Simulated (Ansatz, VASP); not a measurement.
# AlP in VASP and in Ansatz

File INCAR:

```
PREC = Accurate
ENCUT = 500
EDIFF = 1E-6
ISMEAR = 0
SIGMA = 0.01
LREAL = False
LASPH = True
NELM = 120
ALGO = Normal
ISIF = 2
LWAVE = False
LCHARG = False
GGA = PE
NBANDS = 11
GGA_COMPAT = False
```

The input KPOINTS:

```
Automatic mesh
0
Gamma
  2 2 2
```

POSCAR

```
AlP
1.0
    0.0000000000      2.7255000000      2.7255000000
    2.7255000000      0.0000000000      2.7255000000
    2.7255000000      2.7255000000      0.0000000000
Al P
1 1
Direct
    0.0000000000      0.0000000000      0.0000000000
    0.2500000000      0.2500000000      0.2500000000
```

Input for Ansatz:

```yaml
crystal:
  lattice:
    - [0.0, 2.7255, 2.7255]
    - [2.7255, 0.0, 2.7255]
    - [2.7255, 2.7255, 0.0]
  atoms:
    - { symbol: Al, position: [0.0, 0.0, 0.0] }
    - { symbol: P, position: [0.25, 0.25, 0.25] }
kpoints:
  mp_grid:
    grid: [2, 2, 2]
hamiltonian:
  xc: pbe
scf:
  occupations:
    method: fixed
output:
  eigenvalues: true
```

Alike in both runs: task single point; functional PBE; k mesh 2 × 2 × 2; no spin polarisation.

|  | VASP | Ansatz |
| --- | --- | --- |
| version | VASP 6.6.1 | Ansatz 0.2.0 |
| potentials or method | VASP PAW PBE potentials, release 64 (Al, P) | plane waves, PAW |
| plane-wave cutoff (eV) | 500 | 420 |
| occupations | gaussian, width 0.01 eV | fixed |
| valence electrons in the cell | 8 | 8 |

```tsv
	VASP	Ansatz	Ansatz less VASP
gap on the k mesh at the Fermi level (eV)	1.37	1.37	+0.004
```

The k mesh is coarse, so the values compare programs but aren't converged.
